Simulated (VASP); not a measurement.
# H4C10F: single point with LDA

System: H4C10F, a slab with vacuum.

```
H C F
1.0
     5.04874    0.00000    0.00000
     0.00000    5.04874    0.00000
     0.00000    0.00000   17.16470
H C F
8 20 2
Cartesian
  2.1598 0.0000 1.0000
  0.3646 0.0000 1.0000
  4.6842 0.0000 1.0000
  2.8890 0.0000 1.0000
  2.1598 2.5244 1.0000
  0.3646 2.5244 1.0000
  4.6842 2.5244 1.0000
  2.8890 2.5244 1.0000
  1.2622 0.0000 1.6347
  3.7866 0.0000 1.6347
  1.2622 2.5244 1.6347
  3.7866 2.5244 1.6347
  1.2622 1.2622 2.5272
  3.7866 1.2622 2.5272
  1.2622 3.7866 2.5272
  3.7866 3.7866 2.5272
  0.0610 1.2938 3.3521
  2.5197 1.1888 3.3309
  -0.0543 3.8264 3.4658
  2.4615 3.8118 3.5017
  0.0368 0.1060 4.2893
  2.5611 0.0318 4.2635
  -0.0290 2.5593 4.3600
  2.4776 2.4574 4.3331
  1.3030 0.4387 5.0310
  3.8092 0.4981 5.0860
  1.2010 2.0196 5.0289
  3.7342 2.0609 4.9403
  1.3619 -0.0022 6.3119
  3.8448 0.0874 6.3631
```

```
Program                : VASP 6.6.1
Task                   : single point
Functional             : LDA
Potentials or basis    : VASP PAW LDA potentials, release 64 (H, C, F)
Cutoff                 : 520 eV
k mesh                 : 2 × 2 × 1
Occupations            : fermi-dirac, width 0.05 eV
Spin                   : no spin polarisation
Dipole correction      : no
Further INCAR settings : LREAL = Auto; ALGO = Normal; EDIFF = 1e-06; NBANDS = 72
```

```
Largest force          : 9.074 eV/Å
Band gap on the k mesh : zero (bands 51 and 52 overlap by 0.08 eV)
```

Forces on the atoms (eV/Å):
```
H   -8.991  0.028  0.081
H    9.033 -0.064  0.023
H   -9.036 -0.068  0.026
H    9.028 -0.004  0.052
H   -9.031  0.043  0.063
H    9.033  0.029  0.120
H   -9.074  0.003  0.076
H    9.051  0.086  0.054
C   -0.303 -0.253  1.261
C    0.199 -0.155  1.361
C    0.309  0.194  1.523
C   -0.136  0.086  1.572
C    0.865  0.020 -3.750
C    0.681  0.049 -3.239
C   -1.008  0.378  0.143
C   -1.085  0.143  0.074
C   -2.525 -0.572 -0.342
C    0.891  2.011 -0.940
C    1.742 -0.112  0.364
C    1.803 -2.280 -1.231
C   -0.984 -0.484 -0.256
C   -0.928  1.547  1.373
C   -0.964 -1.904  0.049
C   -0.650  0.230 -0.357
C   -0.790  0.951  1.482
C    0.208  0.391 -0.642
C    1.784  0.828 -0.756
C    1.168  0.149  0.510
F   -0.243 -0.772  0.666
F   -0.045 -0.500  0.641
```

Levels at points of the mesh, in eV from the Fermi level:
| k point | band 47 | band 48 | band 49 | band 50 | band 51 | band 52 | band 53 | band 54 | band 55 | band 56 |
| --- | --- | --- | --- | --- | --- | --- | --- | --- | --- | --- |
| (0.00, 0.00, 0.00) | -3.03 | -2.97 | -1.26 | -0.95 | -0.74 | 0.07 | 1.84 | 3.09 | 3.21 | 3.32 |
| (0.50, 0.00, 0.00) | -3.33 | -3.26 | -2.91 | -2.86 | -0.18 | -0.02 | 2.95 | 2.97 | 3.74 | 3.83 |
| (0.00, 0.50, 0.00) | -3.51 | -2.82 | -1.03 | -0.74 | -0.66 | 0.22 | 2.52 | 2.59 | 2.91 | 3.07 |
| (0.50, 0.50, 0.00) | -3.80 | -3.78 | -3.32 | -3.24 | 0.06 | 0.25 | 3.48 | 3.50 | 3.54 | 3.56 |

It took 9.8 min on 1 thread of Oxide Virtual Turin-like Processor, with other jobs on the host, peak memory 0.36 GiB.

Caveat: the k points lie up to 0.62 Å⁻¹ apart; the atoms stand as in a frame of molecular dynamics; there is no dipole correction, which matters where the two faces differ.
